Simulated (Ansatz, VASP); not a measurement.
## One calculation of SiCl, two programs

File INCAR:

```
SYSTEM = SiCl
ALGO = Normal ; EDIFF = 1E-6
EDIFFG = -0.01 ; ENCUT = 600
GGA = PE ; IBRION = 2
ISIF = 3 ; ISMEAR = 0
LASPH = .True. ; LCHARG = .False.
LREAL = .False. ; LWAVE = .False.
NELM = 100 ; NSW = 100
PREC = Accurate ; SIGMA = 0.1
```

The input KPOINTS:

```
k-points
0
Gamma
  12 12 12
  0 0 0
```

Contents of POSCAR:

```
SiCl
1.0
    0.0000000000      3.3280108048      3.3280108048
    3.3280108048      0.0000000000      3.3280108048
    3.3280108048      3.3280108048      0.0000000000
Si Cl
2 2
Direct
    0.0000000000      0.0000000000      0.0000000000
    0.2500000000      0.2500000000      0.2500000000
    0.5000000000      0.5000000000      0.5000000000
    0.7500000000      0.7500000000      0.7500000000
```

Input for Ansatz:

```yaml
crystal:
  lattice:
    - [0.0, 3.3280108048, 3.3280108048]
    - [3.3280108048, 0.0, 3.3280108048]
    - [3.3280108048, 3.3280108048, 0.0]
  atoms:
    - { symbol: Si, position: [0.0, 0.0, 0.0] }
    - { symbol: Si, position: [0.25, 0.25, 0.25] }
    - { symbol: Cl, position: [0.5, 0.5, 0.5] }
    - { symbol: Cl, position: [0.75, 0.75, 0.75] }
basis:
  ecutwfc: 420
kpoints:
  mp_grid: { grid: [12, 12, 12] }
hamiltonian:
  xc: pbe
scf:
  occupations: { method: gaussian, width: 0.1 }
output:
  forces: true
  stress: true
  eigenvalues: true
relax:
  adjacent_minimum: "off"
  f_tol: 0.01
  max_steps: 80
  cell: { stress_tol: 0.05 }
```

Alike in both runs: task relaxation of cell and atoms; functional PBE; k mesh 12 × 12 × 12; occupations gaussian, width 0.1 eV; no spin polarisation.

|  | VASP | Ansatz |
| --- | --- | --- |
| version | VASP 6.6.1 | Ansatz 0.2.0 |
| potentials or method | VASP PAW PBE potentials, release 64 (Si, Cl), cutoff 600 eV | scalar-relativistic, plane waves, PAW |
| valence electrons in the cell | 22 | 22 |

```csv
,VASP,Ansatz,Ansatz less VASP
"gap on the k mesh at the Fermi level, each at its own relaxed structure (eV)",none,none,-
relaxed volume (Å³/atom),18.54,18.57,+0.029
relaxed cell length with the largest relative difference (Å),4.716,4.718,+0.0025
```

A gap of «none» marks a metal or a gap that the smearing closes.
